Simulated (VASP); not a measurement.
Input of a VASP 6.6.1 run:

INCAR

```
SYSTEM = AlAs
PREC = Accurate
ENCUT = 500
EDIFF = 1E-6
ISMEAR = 0
SIGMA = 0.01
LREAL = .FALSE.
LASPH = .TRUE.
NELM = 120
ALGO = Normal
ISIF = 2
LWAVE = .FALSE.
LCHARG = .TRUE.
GGA = PE
LELF = .TRUE.
LVHAR = .TRUE.
NBANDS = 11
GGA_COMPAT = .FALSE.
```

KPOINTS

```
regular mesh
0
G
  6 6 6
  0 0 0
```

The input POSCAR:

```
AlAs
1.0
    0.0000000000      2.8389246376      2.8389246376
    2.8389246376      0.0000000000      2.8389246376
    2.8389246376      2.8389246376      0.0000000000
Al As
1 1
Direct
    0.0000000000      0.0000000000      0.0000000000
    0.2500000000      0.2500000000      0.2500000000
```

Potentials or basis: VASP PAW PBE potentials, release 64 (Al, As).

The run is started by

```bash
$ cat potpaw_PBE.64/Al/POTCAR potpaw_PBE.64/As/POTCAR > POTCAR
$ mpirun -np 1 vasp_std > vasp.out
```

Task: What does it give for the pressure?

Result: 2.1 GPa.

Task: Estimate the band gap on the k mesh.

Result: 1.45 eV (least direct gap 1.99 eV).

A k mesh can miss the band edges.
